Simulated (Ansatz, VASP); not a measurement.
**BN: VASP beside Ansatz**

The input INCAR:

```
PREC = Accurate
ENCUT = 600
EDIFF = 1E-6
ISMEAR = 0
SIGMA = 0.05
LREAL = False
LASPH = True
NELM = 120
ALGO = Normal
ISIF = 2
LWAVE = False
LCHARG = False
GGA = PE
IVDW = 12
NBANDS = 11
GGA_COMPAT = False
```

File KPOINTS:

```
regular mesh
0
Gamma
  12 12 12
```

The input POSCAR:

```
BN
1.0
    1.2530568997      0.7234527383      3.2948845324
   -1.2530568997      0.7234527383      3.2948845324
    0.0000000000     -1.4469054767      3.2948845324
B N
1 1
Direct
    0.7692192094      1.1147835809      1.1147835809
    0.3327354554      0.3327354554      0.3327354554
```

Input for Ansatz:

```yaml
crystal:
  lattice:
    - [1.2530568997, 0.7234527383, 3.2948845324]
    - [-1.2530568997, 0.7234527383, 3.2948845324]
    - [0.0, -1.4469054767, 3.2948845324]
  atoms:
    - { symbol: B, position: [0.7692192094, 1.1147835809, 1.1147835809] }
    - { symbol: "N", position: [0.3327354554, 0.3327354554, 0.3327354554] }
basis:
  ecutwfc: 420
kpoints:
  mp_grid: { grid: [12, 12, 12] }
hamiltonian:
  xc: pbe
  dispersion: d3bj
scf:
  occupations: { method: gaussian, width: 0.05 }
output:
  forces: true
  stress: true
  eigenvalues: true
```

Change from the starting cell: all B atoms moved +0.500 Å, as atom 1 towards its neighbour atom 2 (N) at 1.447 Å.

Alike in both runs: task single point; functional PBE; dispersion D3(BJ); k mesh 12 × 12 × 12; occupations gaussian, width 0.05 eV; no spin polarisation.

|  | VASP | Ansatz |
| --- | --- | --- |
| version | VASP 6.6.1 | Ansatz 0.2.0 |
| potentials or method | VASP PAW PBE potentials, release 64 (B, N), cutoff 600 eV | scalar-relativistic, plane waves, PAW |
| valence electrons in the cell | 8 | 8 |

Ansatz gave:

```
gap on the k mesh at the Fermi level (eV) : 3.71
least direct gap on the mesh (eV)         : 4.86
rms of the force components (eV/Å)        : 39.023
```

Question: What did VASP give for the same quantities?

Answer: gap on the k mesh at the Fermi level (eV): 3.69; least direct gap on the mesh (eV): 4.86; rms of the force components (eV/Å): 40.864.

Atom by atom the forces differ by 1.841 eV/Å (rms over components).
